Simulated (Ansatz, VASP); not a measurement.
# One calculation of MgO, two programs

The input POSCAR:

```
MgO
1.0
    3.2882172536      0.0000000000      0.0000000000
   -1.6441086268      2.8476796748      0.0000000000
    0.0000000000      0.0000000000      5.0343661375
Mg O
2 2
Direct
    0.3333333333      0.6666666667     -0.0098385294
    0.6666666667      0.3333333333      0.4901614706
    0.3333333333      0.6666666667      0.3848385294
    0.6666666667      0.3333333333      0.8848385294
```

The input INCAR.step1:

```
PREC     = Accurate       # precision mode
ENCUT    = 520            # plane-wave cutoff, eV
EDIFF    = 1E-5           # SCF threshold, eV
ISMEAR   = 0              # smearing method
SIGMA    = 0.01           # smearing width, eV
LREAL    = F              # projectors in reciprocal space
LASPH    = T              # aspherical terms in the spheres
NELM     = 100            # most SCF steps
ALGO     = Normal         # electronic algorithm
ISIF     = 2              # what is computed and relaxed
LWAVE    = T              # write WAVECAR
NBANDS   = 16             # bands
GGA      = PE             # functional
ISYM     = 0            
LUSENCCL = F
```

INCAR.step2

```
PREC     = Accurate       # precision mode
ENCUT    = 520            # plane-wave cutoff, eV
EDIFF    = 1E-6           # SCF threshold, eV
ISMEAR   = 0              # smearing method
SIGMA    = 0.01           # smearing width, eV
LREAL    = F              # projectors in reciprocal space
LASPH    = T              # aspherical terms in the spheres
NELM     = 100            # most SCF steps
ALGO     = Normal         # electronic algorithm
ISIF     = 2              # what is computed and relaxed
LWAVE    = F              # write WAVECAR
LCHARG   = T              # write CHGCAR
GGA      = PE             # functional
LHFCALC  = T              # exact exchange
HFSCREEN = 0.2079         # screening, 1/A
PRECFOCK = Normal       
LELF     = T              # ELF
LVHAR    = T            
NBANDS   = 16             # bands
ISTART   = 1            
ISYM     = 0            
LUSENCCL = F
```

The input KPOINTS:

```
regular mesh
0
Gamma
  6 6 2
```

Input for Ansatz:

```yaml
crystal:
  lattice:
    - [3.2882172536, 0.0, 0.0]
    - [-1.6441086268, 2.8476796748, 0.0]
    - [0.0, 0.0, 5.0343661375]
  atoms:
    - { symbol: Mg, position: [0.3333333333, 0.6666666667, -0.0098385294] }
    - { symbol: Mg, position: [0.6666666667, 0.3333333333, 0.4901614706] }
    - { symbol: O, position: [0.3333333333, 0.6666666667, 0.3848385294] }
    - { symbol: O, position: [0.6666666667, 0.3333333333, 0.8848385294] }
  symmetry: { detect: false }
kpoints:
  mp_grid: { grid: [6, 6, 2] }
hamiltonian:
  xc: hse06
scf:
  occupations: { method: fixed }
  n_extra_bands: 5
output:
  forces: true
  stress: true
  eigenvalues: true
```

Alike in both runs: task single point; functional HSE06; k mesh 6 × 6 × 2; no spin polarisation.

|  | VASP | Ansatz |
| --- | --- | --- |
| version | VASP 6.6.1 | Ansatz 0.2.0 |
| potentials or method | VASP PAW PBE potentials, release 64 (Mg, O) | plane waves |
| plane-wave cutoff (eV) | 520 | 420 |
| occupations | gaussian, width 0.01 eV | fixed |
| valence electrons in the cell | 16 | 32 |

VASP gave:

```
gap on the k mesh at the Fermi level (eV)                     : 5.14
pressure (GPa)                                                : -0.1
traceless stress, the component that is largest in VASP (GPa) : 0.04
rms of the force components (eV/Å)                            : 0.003
```

**Question.** What did Ansatz give for the same quantities?

**Answer.** gap on the k mesh at the Fermi level (eV): 5.17; pressure (GPa): 0.0; traceless stress, the component that is largest in VASP (GPa): 0.08; rms of the force components (eV/Å): 0.003.

Atom by atom the forces differ by 0.000 eV/Å (rms over components). VASP's potentials hold 16 valence electrons a cell and Ansatz's 32, so a difference there can come from the potentials and not from the codes. Ansatz's warnings: hybrid solves reversed points apart, stress exchange threshold loose, stress scf threshold loose.

The k mesh is coarse, so the values compare programs but aren't converged.
